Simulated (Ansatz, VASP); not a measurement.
## S3O: VASP beside Ansatz

```
CELL_PARAMETERS angstrom
3.73180 0.00000 0.00000
0.00000 3.73180 0.00000
0.00000 0.00000 3.73180
ATOMIC_POSITIONS crystal
S 0.50000 0.00000 0.50000
S 0.00000 0.50000 0.50000
S 0.50000 0.50000 0.00000
O 0.00000 0.00000 0.00000
```

Change from the starting cell: species swapped into the HfRh3 type (Pm-3m, No. 221).

Alike in both runs: functional PBE; dispersion D3(BJ); k mesh 12 × 12 × 12; occupations gaussian, width 0.1 eV; collinear spin.

Ansatz relaxed the structure, and its values are those at the end. VASP's run is a single point on that final structure, the one shown.

```csv
,VASP,Ansatz
version,VASP 6.6.1,Ansatz 0.2.0
potentials or method,"VASP PAW PBE potentials, release 64 (S, O), cutoff 520 eV","scalar-relativistic, plane waves, PAW"
valence electrons in the cell,24,24
```

```csv
,VASP,Ansatz,Ansatz less VASP
gap on the k mesh at the Fermi level (eV),none,none,-
pressure (GPa),-1.8,0.0,+1.78
net moment per atom (μB),0.00,0.26,+0.262
size of the moment on the site where the two differ most (μB),0.00,0.87,+0.868
```

The net moments are unlike, so the other rows may belong to different states. Site moments also hang on the region over which each program counts them. A gap of «none» marks a metal or a gap that the smearing closes.
